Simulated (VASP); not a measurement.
A run of VASP 6.6.1:

Contents of INCAR:

```
ALGO     = Normal         # electronic algorithm
EDIFF    = 1E-6           # SCF threshold, eV
ENCUT    = 520            # plane-wave cutoff, eV
GGA      = PE             # functional
ISIF     = 2              # what is computed and relaxed
ISMEAR   = 0              # smearing method
LASPH    = True           # aspherical terms in the spheres
LCHARG   = False          # write CHGCAR
LREAL    = False          # projectors in reciprocal space
LWAVE    = False          # write WAVECAR
NBANDS   = 22             # bands
NELM     = 80             # most SCF steps
PREC     = Accurate       # precision mode
SIGMA    = 0.1            # smearing width, eV
```

File KPOINTS:

```
k-points
0
Gamma
  4 4 4
```

File POSCAR:

```
SrAl5
1.0
    0.0000000000      3.9873454177      3.9873454177
    3.9873454177      0.0000000000      3.9873454177
    3.9873454177      3.9873454177      0.0000000000
Sr Al
1 5
Direct
    0.5000000000      0.5000000000      0.5000000000
    0.1236642678      0.1236642678      0.1236642678
    0.1236642678      0.1236642678      0.6290071966
    0.1236642678      0.6290071966      0.1236642678
    0.6290071966      0.1236642678      0.1236642678
    0.7500000000      0.7500000000      0.7500000000
```

Potentials or basis: VASP PAW PBE potentials, release 64 (Sr_sv, Al).

Run with:

```sh
$ cat potpaw_PBE.64/Sr_sv/POTCAR potpaw_PBE.64/Al/POTCAR > POTCAR
$ mpirun -np 1 vasp_std > vasp.out
```

Hardware: 1 thread of Intel(R) Xeon(R) Platinum 8488C (Sapphire Rapids), with other jobs on the host.

Task: Estimate the wall time of this run.

Result: It took 22 s on 1 thread of Intel(R) Xeon(R) Platinum 8488C (Sapphire Rapids) (shared host), peak memory 0.25 GiB. Counts: scf iterations 12, k points 8.
